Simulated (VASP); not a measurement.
Set up this calculation in VASP 6.6.1, as the native input.

- Task: relaxation of cell and atoms
- Functional: PBE
- Potentials or basis: VASP PAW PBE potentials, release 64 (Si, F)
- Cutoff: 600 eV
- k mesh: 4 × 4 × 4
- Occupations: gaussian, width 0.1 eV
- Spin: no spin polarisation
- Dipole correction: no
- Further INCAR settings: ALGO = Normal; EDIFF = 1e-06; IBRION = 2; EDIFFG = -0.04; NSW = 90; ISIF = 3

The structure of Si4F lies in POSCAR:

```
Si4F
1.0
   -2.7330559500      2.7330559500      2.8021114100
    2.7330559500     -2.7330559500      2.8021114100
    2.7330559500      2.7330559500     -2.8021114100
Si F
4 1
Direct
    0.5000000000      0.5000000000      0.5000000000
    0.0000000000      0.0000000000      0.5000000000
    0.5000000000      0.0000000000      0.0000000000
    0.0000000000      0.5000000000      0.0000000000
    0.5000000000      0.5000000000      0.0000000000
```

The cell was generated, and may not be a known phase.

These files were run (other wordings do the same):

INCAR

```
SYSTEM = Si4F
PREC = Accurate
ENCUT = 600
EDIFF = 1E-6
ISMEAR = 0
SIGMA = 0.1
LREAL = .False.
LASPH = .True.
NELM = 80
ALGO = Normal
ISIF = 3
LWAVE = .False.
LCHARG = .False.
GGA = PE
IBRION = 2
NSW = 90
EDIFFG = -0.04
```

KPOINTS

```
regular mesh
0
Gamma
  4 4 4
  0 0 0
```

Potentials or basis: VASP PAW PBE potentials, release 64 (Si, F).

The run is started by

```bash
$ cat potpaw_PBE.64/Si/POTCAR potpaw_PBE.64/F/POTCAR > POTCAR
$ mpirun -np 1 vasp_std > vasp.out
```

Results of the run:

```
Relaxed volume                        : 18.07 Å³/atom
Relaxed cell                          : a = 5.094 Å, b = 5.094 Å, c = 5.094 Å, α = 122.07°, β = 122.07°, γ = 86.45°
Space group after relaxing (to 0.1 Å) : I4/mmm (No. 139)
Energy gained by relaxing             : 205.9 meV/atom
Ionic steps                           : 28
Pressure after relaxing               : 0.0 GPa
Band gap on the k mesh                : zero (an odd number of electrons rules out a gap without spin polarisation)
```

Caveat: the k points lie up to 0.38 Å⁻¹ apart in the final cell, too coarse for converged energies and pressures of a metal; an odd number of electrons without spin polarisation forces a metal; a magnetic or distorted state may lie lower.

Run time: 3.1 min on 1 thread of Intel(R) Xeon(R) 6975P-C (Granite Rapids), on a shared host, peak memory 0.24 GiB.
